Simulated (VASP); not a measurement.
Here is a VASP 6.6.1 calculation.

INCAR

```
PREC = Accurate
ENCUT = 520
EDIFF = 1E-6
ISMEAR = 0
SIGMA = 0.1
LREAL = F
LASPH = T
NELM = 80
ALGO = Normal
ISIF = 2
LWAVE = F
LCHARG = T
GGA = PE
LELF = T
LVHAR = T
NBANDS = 12
```

File KPOINTS:

```
Automatic mesh
0
Gamma
  4 4 4
```

Contents of POSCAR:

```
LiCl
1.0
    0.0000000000      2.5060224084      2.5060224084
    2.5060224084      0.0000000000      2.5060224084
    2.5060224084      2.5060224084      0.0000000000
Li Cl
1 1
Direct
    0.0000000000      0.0000000000      0.0000000000
    0.5000000000      0.5000000000      0.5000000000
```

Potentials or basis: VASP PAW PBE potentials, release 64 (Li_sv, Cl).

The run is started by

```sh
$ cat potpaw_PBE.64/Li_sv/POTCAR potpaw_PBE.64/Cl/POTCAR > POTCAR
$ mpirun -np 1 vasp_std > vasp.out
```

Problem. Predict the band gap on the k mesh.

Solution. 6.76 eV, direct.

Caveat: the k points lie up to 0.54 Å⁻¹ apart. A k mesh can miss the band edges.
